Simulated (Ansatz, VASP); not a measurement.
## One calculation of HfSn2S6, two programs

```
Hf Sn S
1.0
     3.68433    0.00000    0.00000
    -1.84217    3.19073    0.00000
     0.00000    0.00000   20.41665
Hf Sn S
1 2 6
Direct
  0.00000 0.00000 0.00000
  0.00000 0.00000 0.66817
  0.00000 0.00000 0.33183
  0.33333 0.66667 0.74091
  0.33333 0.66667 0.07010
  0.33333 0.66667 0.40456
  0.66667 0.33333 0.92990
  0.66667 0.33333 0.25909
  0.66667 0.33333 0.59544
```

Alike in both runs: functional PBE; k mesh 12 × 12 × 2; occupations gaussian, width 0.02 eV; no spin polarisation.

Ansatz relaxed the structure, and its values are those at the end. VASP's run is a single point on that final structure, the one shown.

|  | VASP | Ansatz |
| --- | --- | --- |
| version | VASP 6.6.1 | Ansatz 0.2.0 |
| potentials or method | VASP PAW PBE potentials, release 64 (Hf_pv, Sn_d, S), cutoff 520 eV | scalar-relativistic, plane waves, PAW |
| valence electrons in the cell | 74 | 90 |

|  | VASP | Ansatz | Ansatz less VASP |
| --- | --- | --- | --- |
| gap on the k mesh at the Fermi level (eV) | 1.22 | 1.20 | -0.022 |
| least direct gap on the mesh (eV) | 1.76 | 1.76 | +0.002 |
| pressure (GPa) | -0.2 | 0.0 | +0.24 |
| rms of the force components (eV/Å) | 0.018 | 0.003 | -0.0146 |

VASP's potentials hold 74 valence electrons a cell and Ansatz's 90, so a difference there can come from the potentials and not from the codes.

Neither program's run includes spin-orbit coupling.
